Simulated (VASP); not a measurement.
Input of a VASP 6.6.1 run:

Contents of INCAR:

```
SYSTEM = I
PREC = Accurate
ENCUT = 600
EDIFF = 1E-7
ISMEAR = -1
SIGMA = 0.08
LREAL = .FALSE.
LASPH = .TRUE.
NELM = 60
ALGO = Normal
ISIF = 4
LWAVE = .FALSE.
LCHARG = .FALSE.
IBRION = 2
NSW = 50
EDIFFG = -0.005
```

KPOINTS

```
Automatic mesh
0
G
  12 12 7
  0 0 0
```

File POSCAR:

```
I
1.0
    3.1907431172      0.0000000000      0.0000000000
   -1.5953715586      2.7632645965      0.0000000000
    0.0000000000      0.0000000000      3.9352612748
I
2
Direct
    0.3333333333      0.6666666667      0.2500000000
    0.6666666667      0.3333333333      0.7500000000
```

Potentials or basis: VASP PAW LDA potentials, release 64 (I).

Run with:

```bash
$ cat potpaw_LDA.64/I/POTCAR > POTCAR
$ mpirun -np 1 vasp_std > vasp.out
```

Question: Estimate the band gap on the k mesh.

Answer: Zero (bands 7 and 8 overlap by 8.54 eV).

Final structure:
```xyz
2
Lattice="2.8585 0.0000 0.0000 -1.4292 2.4755 0.0000 0.0000 0.0000 4.9032" Properties=species:S:1:pos:R:3 pbc="T T T"
I     0.0000    1.6504    1.2258
I     1.4292    0.8252    3.6774
```

Caveat: a cell axis changed by over 15 % at a fixed basis, so the end point is rough; spin-orbit coupling is left out, which moves the levels of the heavy elements.
